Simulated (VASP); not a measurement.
Crystal: SiC.

```
Si C
1.0
     0.00000    1.86186    1.86186
     1.86186    0.00000    1.86186
     1.86186    1.86186    0.00000
Si C
1 1
Direct
  0.00000 0.00000 0.00000
  0.50000 0.50000 0.50000
```

* Program: VASP 6.6.1
* Task: relaxation of cell and atoms
* Functional: r2SCAN
* Potentials or basis: VASP PAW PBE potentials, release 64 (Si, C)
* Cutoff: 660 eV
* k mesh: 10 × 10 × 10
* Occupations: gaussian, width 0.1 eV
* Spin: no spin polarisation

At the start: pressure 105.3 GPa; volume 6.45 Å³/atom.

Task: How do energy, volume and symmetry change on relaxing?

Result: Over 5 steps the energy falls by 458.2 meV/atom and the volume is 8.17 Å³/atom (+26.5 %); space group Fm-3m (No. 225, to 0.05 Å).

Step by step:
| step | energy change (eV) | largest force (eV/Å) | pressure (GPa) | volume (Å³) |
| --- | --- | --- | --- | --- |
| 1 | 0.0000 | 0.0000 | 105.34 | 12.91 |
| 2 | 0.1540 | 0.0000 | -40.34 | 22.57 |
| 3 | -0.9129 | 0.0000 | -4.25 | 16.60 |
| 4 | -0.9162 | 0.0000 | -1.10 | 16.41 |
| 5 | -0.9165 | 0.0000 | 0.17 | 16.33 |

Final structure:
```xyz
2
Lattice="0.0000 2.0137 2.0137 2.0137 0.0000 2.0137 2.0137 2.0137 0.0000" Properties=species:S:1:pos:R:3 pbc="T T T"
Si    0.0000    0.0000    0.0000
C     2.0137    2.0137    2.0137
```

Caveat: the volume moved by over 15 % at a fixed basis, so the end points are rough; the PAW data sets were made with another functional, which shifts forces and pressure a little.
